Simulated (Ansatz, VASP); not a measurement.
## SiNi: VASP beside Ansatz

File INCAR:

```
PREC = Accurate ; ENCUT = 520
EDIFF = 1E-6 ; ISMEAR = 0
SIGMA = 0.15 ; LREAL = F
LASPH = T ; NELM = 100
ALGO = Normal ; ISIF = 2
LWAVE = F ; LCHARG = F
GGA = PS ; NBANDS = 38
```

KPOINTS

```
regular mesh
0
Gamma
  8 12 8
```

The input POSCAR:

```
SiNi
1.0
    4.9351934525      0.0000000000      0.0000000000
    0.0000000000      3.2570383932      0.0000000000
    0.0000000000      0.0000000000      5.4449126455
Si Ni
4 4
Direct
    0.3214276689      0.7500000000      0.0865554891
    0.1785723311      0.2500000000      0.5865554891
    0.8214276689      0.7500000000      0.4134445109
    0.6785723311      0.2500000000      0.9134445109
    0.0093007299      0.2500000000      0.1873863599
    0.4906992701      0.7500000000      0.6873863599
    0.5093007299      0.2500000000      0.3126136401
    0.9906992701      0.7500000000      0.8126136401
```

Input for Ansatz:

```yaml
crystal:
  lattice:
    - [4.9351934525, 0.0, 0.0]
    - [0.0, 3.2570383932, 0.0]
    - [0.0, 0.0, 5.4449126455]
  atoms:
    - { symbol: Si, position: [0.3214276689, 0.75, 0.0865554891] }
    - { symbol: Si, position: [0.1785723311, 0.25, 0.5865554891] }
    - { symbol: Si, position: [0.8214276689, 0.75, 0.4134445109] }
    - { symbol: Si, position: [0.6785723311, 0.25, 0.9134445109] }
    - { symbol: Ni, position: [0.0093007299, 0.25, 0.1873863599] }
    - { symbol: Ni, position: [0.4906992701, 0.75, 0.6873863599] }
    - { symbol: Ni, position: [0.5093007299, 0.25, 0.3126136401] }
    - { symbol: Ni, position: [0.9906992701, 0.75, 0.8126136401] }
basis:
  ecutwfc: 420
kpoints:
  mp_grid: { grid: [8, 12, 8] }
hamiltonian:
  xc: pbesol
scf:
  occupations: { method: gaussian, width: 0.15 }
output:
  forces: true
  stress: true
  eigenvalues: true
```

Change from the starting cell: strain -0.030 along x and y, -0.015 along z, atoms carried along.

Alike in both runs: task single point; functional PBEsol; k mesh 8 × 12 × 8; occupations gaussian, width 0.15 eV; no spin polarisation.

|  | VASP | Ansatz |
| --- | --- | --- |
| version | VASP 6.6.1 | Ansatz 0.2.0 |
| potentials or method | VASP PAW PBE potentials, release 64 (Si, Ni), cutoff 520 eV | scalar-relativistic, plane waves, PAW |
| valence electrons in the cell | 56 | 88 |

```csv
,VASP,Ansatz,Ansatz less VASP
gap on the k mesh at the Fermi level (eV),none,none,-
pressure (GPa),17.7,17.7,+0.02
"traceless stress, the component that is largest in VASP (GPa)",-3.02,-3.08,-0.055
rms of the force components (eV/Å),0.089,0.086,-0.0024
```

VASP's potentials were made for PBE, not for PBEsol. Atom by atom the forces differ by 0.006 eV/Å (rms over components). A gap of «none» marks a metal or a gap that the smearing closes. VASP's potentials hold 56 valence electrons a cell and Ansatz's 88, so a difference there can come from the potentials and not from the codes.
